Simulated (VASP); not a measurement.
Input of a VASP 6.6.1 run:

The input INCAR:

```
  PREC = Accurate
  ENCUT = 520
  EDIFF = 1E-6
  ISMEAR = 0
  SIGMA = 0.1
  LREAL = F
  LASPH = T
  NELM = 100
  ALGO = Fast
  ISIF = 2
  LWAVE = F
  LCHARG = F
  GGA = PE
  NBANDS = 42
```

Contents of KPOINTS:

```
regular mesh
0
Gamma
  4 4 4
```

The input POSCAR:

```
CuSn4
1.0
   -3.4673798300      3.4673798300      3.4673798300
    3.4673798300     -3.4673798300      3.4673798300
    3.4673798300      3.4673798300     -3.4673798300
Cu Sn
1 4
Direct
    0.0000000000      0.0000000000      0.0000000000
    0.0000000000      0.0000000000      0.7463128600
    0.7463128600      0.0000000000      0.0000000000
    0.0000000000      0.7463128600      0.0000000000
    0.2536871400      0.2536871400      0.2536871400
```

Potentials or basis: VASP PAW PBE potentials, release 64 (Cu, Sn_d).

Run with:

```bash
$ cat potpaw_PBE.64/Cu/POTCAR potpaw_PBE.64/Sn_d/POTCAR > POTCAR
$ mpirun -np 1 vasp_std > vasp.out
```

**Question.** Estimate the pressure.

**Answer.** 110.2 GPa.

**Question.** Predict the largest force.

**Answer.** 58.145 eV/Å.

Forces in eV/Å, atoms in the order of the input:
```
Cu    0.000   0.000   0.000
Sn  -33.570 -33.570  33.570
Sn   33.570 -33.570 -33.570
Sn  -33.570  33.570 -33.570
Sn   33.570  33.570  33.570
```

Caveat: atoms lie so close that the PAW spheres overlap strongly, which falsifies energies and pressures; the cell stands under pressure; forces of over 1 eV/Å act on the atoms, so gaps and moduli don't describe the material at rest.
